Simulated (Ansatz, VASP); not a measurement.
# NaF: VASP beside Ansatz

The input INCAR:

```
PREC     = Accurate       # precision mode
ENCUT    = 520            # plane-wave cutoff, eV
EDIFF    = 1E-7           # SCF threshold, eV
ISMEAR   = 0              # smearing method
SIGMA    = 0.05           # smearing width, eV
LREAL    = False          # projectors in reciprocal space
LASPH    = True           # aspherical terms in the spheres
NELM     = 80             # most SCF steps
ALGO     = Normal         # electronic algorithm
ISIF     = 2              # what is computed and relaxed
LWAVE    = False          # write WAVECAR
LCHARG   = False          # write CHGCAR
GGA      = PE             # functional
NBANDS   = 14             # bands
```

Contents of KPOINTS:

```
Automatic mesh
0
Gamma
  8 8 8
```

The input POSCAR:

```
NaF
1.0
    0.0000000000      2.3233000000      2.3233000000
    2.3233000000      0.0000000000      2.3233000000
    2.3233000000      2.3233000000      0.0000000000
Na F
1 1
Direct
    0.0000000000      0.0000000000      0.0000000000
    0.4784788878      0.4784788878      0.5215211122
```

Input for Ansatz:

```yaml
crystal:
  lattice:
    - [0.0, 2.3233, 2.3233]
    - [2.3233, 0.0, 2.3233]
    - [2.3233, 2.3233, 0.0]
  atoms:
    - { symbol: Na, position: [0.0, 0.0, 0.0] }
    - { symbol: F, position: [0.4784788878, 0.4784788878, 0.5215211122] }
basis:
  ecutwfc: 420
kpoints:
  mp_grid: { grid: [8, 8, 8] }
hamiltonian:
  xc: pbe
scf:
  occupations: { method: gaussian, width: 0.05 }
output:
  forces: true
  stress: true
  eigenvalues: true
```

Change from the starting cell: all F atoms moved -0.100 Å, as atom 2 along Cartesian [0 0 1].

Alike in both runs: task single point; functional PBE; k mesh 8 × 8 × 8; occupations gaussian, width 0.05 eV; no spin polarisation.

|  | VASP | Ansatz |
| --- | --- | --- |
| version | VASP 6.6.1 | Ansatz 0.2.0 |
| potentials or method | VASP PAW PBE potentials, release 64 (Na_pv, F), cutoff 520 eV | scalar-relativistic, plane waves, PAW |
| valence electrons in the cell | 14 | 16 |

Ansatz gave:

```
gap on the k mesh at the Fermi level (eV)                     : 6.27
least direct gap on the mesh (eV)                             : 6.27
pressure (GPa)                                                : 2.0
traceless stress, the component that is largest in VASP (GPa) : 0.74
rms of the force components (eV/Å)                            : 0.139
```

Problem. Estimate VASP's values.

Solution. gap on the k mesh at the Fermi level (eV): 6.26; least direct gap on the mesh (eV): 6.26; pressure (GPa): 1.9; traceless stress, the component that is largest in VASP (GPa): 0.77; rms of the force components (eV/Å): 0.143.

Atom by atom the forces differ by 0.004 eV/Å (rms over components). VASP's potentials hold 14 valence electrons a cell and Ansatz's 16, so a difference there can come from the potentials and not from the codes.
